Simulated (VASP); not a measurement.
The system is TiO2.

```
Ti O
1.0
     4.64330    0.00000    0.00000
     0.00000    4.64330    0.00000
     0.00000    0.00000    2.96408
Ti O
2 4
Direct
  0.00000 0.00000 0.00000
  0.50000 0.50000 0.50000
  0.30513 0.30513 0.00000
  0.19487 0.80513 0.50000
  0.80513 0.19487 0.50000
  0.69487 0.69487 0.00000
```

| Quantity | Value |
| --- | --- |
| Program | VASP 6.6.1 |
| Task | relaxation of cell and atoms |
| Functional | PBEsol |
| Potentials or basis | VASP PAW PBE potentials, release 64 (Ti_sv, O) |
| Cutoff | 600 eV |
| k mesh | 6 × 6 × 8 |
| Occupations | fermi-dirac, width 0.02 eV |
| Spin | no spin polarisation |

At the start: pressure -6.4 GPa; volume 10.65 Å³/atom.

Task: How do energy, volume and symmetry change on relaxing?

Result: Over 8 steps the energy falls by 6.2 meV/atom and the volume is 10.34 Å³/atom (-2.9 %); space group P4_2/mnm (No. 136, to 0.05 Å).

Step by step:
```
step  energy change (eV)  largest force (eV/Å)  pressure (GPa)  volume (Å³)
   1              0.0000                0.0471           -6.37        63.91
   2              0.0265                0.3615            9.23        60.07
   3             -0.0350                0.1174           -0.14        62.22
   4             -0.0350                0.1209           -0.01        62.18
   5             -0.0372                0.0235            0.08        62.05
   6             -0.0373                0.0025            0.10        62.01
   7             -0.0373                0.0040           -0.11        62.07
   8             -0.0373                0.0034           -0.03        62.05
```

Final structure:
```cif
data_structure
_symmetry_space_group_name_H-M 'P 1'
_symmetry_Int_Tables_number 1
_cell_length_a 4.5930
_cell_length_b 4.5930
_cell_length_c 2.9413
_cell_angle_alpha 90.000
_cell_angle_beta 90.000
_cell_angle_gamma 90.000
_cell_volume 62.05
loop_
_atom_site_label
_atom_site_type_symbol
_atom_site_fract_x
_atom_site_fract_y
_atom_site_fract_z
_atom_site_occupancy
Ti1 Ti 0.00000 0.00000 0.00000 1
Ti2 Ti 0.50000 0.50000 0.50000 1
O1 O 0.30430 0.30430 0.00000 1
O2 O 0.19570 0.80430 0.50000 1
O3 O 0.80430 0.19570 0.50000 1
O4 O 0.69570 0.69570 0.00000 1
```

Caveat: the PAW data sets were made with another functional, which shifts forces and pressure a little.
